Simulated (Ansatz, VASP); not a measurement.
## MoSe2 in VASP and in Ansatz

File POSCAR:

```
MoSe2
1.0
    1.6652680000      2.8843250000      0.0000000000
   -1.6652680000      2.8843250000      0.0000000000
    0.0000000000      0.0000000000     13.2161390000
Mo Se
2 4
Direct
    0.3333000000      0.3334000000      0.2500000000
    0.6666000000      0.6667000000      0.7500000000
    0.3333000000      0.3334000000      0.6250000000
    0.6666000000      0.6667000000      0.1250000000
    0.3333000000      0.3334000000      0.8750000000
    0.6667000000      0.6667000000      0.3750000000
```

Contents of INCAR.step1:

```
ALGO = Normal
EDIFF = 1E-5
ENCUT = 550
GGA = PE
GGA_COMPAT = F
ISMEAR = -1
LASPH = T
LCHARG = F
LREAL = F
LWAVE = T
NBANDS = 35
NELM = 120
PREC = Accurate
SIGMA = 0.0386
```

Contents of INCAR.step2:

```
ALGO = Normal
EDIFF = 1E-6
ENCUT = 550
GGA_COMPAT = F
ISIF = 2
ISMEAR = -1
ISTART = 1
LASPH = T
LCHARG = F
LMIXTAU = T
LREAL = F
LWAVE = F
METAGGA = R2SCAN
NBANDS = 35
NELM = 120
PREC = Accurate
SIGMA = 0.0386
```

File KPOINTS:

```
k-points
0
Gamma
  9 9 2
```

Input for Ansatz:

```yaml
crystal:
  lattice:
    - [1.665268, 2.884325, 0.0]
    - [-1.665268, 2.884325, 0.0]
    - [0.0, 0.0, 13.216139]
  atoms:
    - { symbol: Mo, position: [0.3333, 0.3334, 0.25] }
    - { symbol: Mo, position: [0.6666, 0.6667, 0.75] }
    - { symbol: Se, position: [0.3333, 0.3334, 0.625] }
    - { symbol: Se, position: [0.6666, 0.6667, 0.125] }
    - { symbol: Se, position: [0.3333, 0.3334, 0.875] }
    - { symbol: Se, position: [0.6667, 0.6667, 0.375] }
  symmetry: { tolerance: 0.0003 }
kpoints:
  mp_grid: { grid: [9, 9, 2], shift: [0, 0, 0] }
  band_path:
    path:
      - [0.0, 0.0, 0.0]
      - [0.49999992, -3.3e-07, 0.0]
      - [0.66666634, 0.33333284, 0.0]
      - [0.0, 0.0, 0.0]
      - [0.0, 0.0, 0.5]
      - [0.49999992, -3.3e-07, 0.5]
      - [0.66666634, 0.33333284, 0.5]
      - [0.0, 0.0, 0.5]
      - [0.49999992, -3.3e-07, 0.5]
      - [0.49999992, -3.3e-07, 0.0]
      - [0.66666634, 0.33333284, 0.5]
    npoints: 6
magnetization:
  spin_polarized: false
scf:
  occupations: { method: fermi_dirac, width: 0.0386 }
  lower_state_search: "off"
  max_iter: 200
hamiltonian:
  pseudopotentials: { kind: paw }
  xc: r2scan
basis:
  ecutwfc: 500
  fft_grid_basis: typed
output:
  forces: true
  stress: true
  eigenvalues: true
  bader: true
  populations: true
  elf: true
  write_potential: true
  volumetric_format: npy
  dos:
    e_range: [-12, 8]
    de: 0.05
    projected: { site_lists: { Mo: [Mo], Se: [Se] } }
checkpoint:
  read: saved_state
```

Alike in both runs: task single point; functional r2SCAN; k mesh 9 × 9 × 2; occupations fermi-dirac, width 0.0386 eV; no spin polarisation.

|  | VASP | Ansatz |
| --- | --- | --- |
| version | VASP 6.6.1 | Ansatz 0.2.0 |
| potentials or method | VASP PAW PBE potentials, release 64 (Mo_sv, Se), cutoff 550 eV | PAW plane waves |
| valence electrons in the cell | 52 | 92 |

|  | VASP | Ansatz | Ansatz less VASP |
| --- | --- | --- | --- |
| pressure (GPa) | -0.1 | -0.3 | -0.25 |
| traceless stress, the component that is largest in VASP (GPa) | 0.69 | 0.65 | -0.044 |
| rms of the force components (eV/Å) | 0.016 | 0.032 | +0.0167 |

VASP's potentials were made for PBE, not for r2SCAN. Atom by atom the forces differ by 0.017 eV/Å (rms over components). VASP's potentials hold 52 valence electrons a cell and Ansatz's 92, so a difference there can come from the potentials and not from the codes. Ansatz's warnings: structure snapped to symmetry.
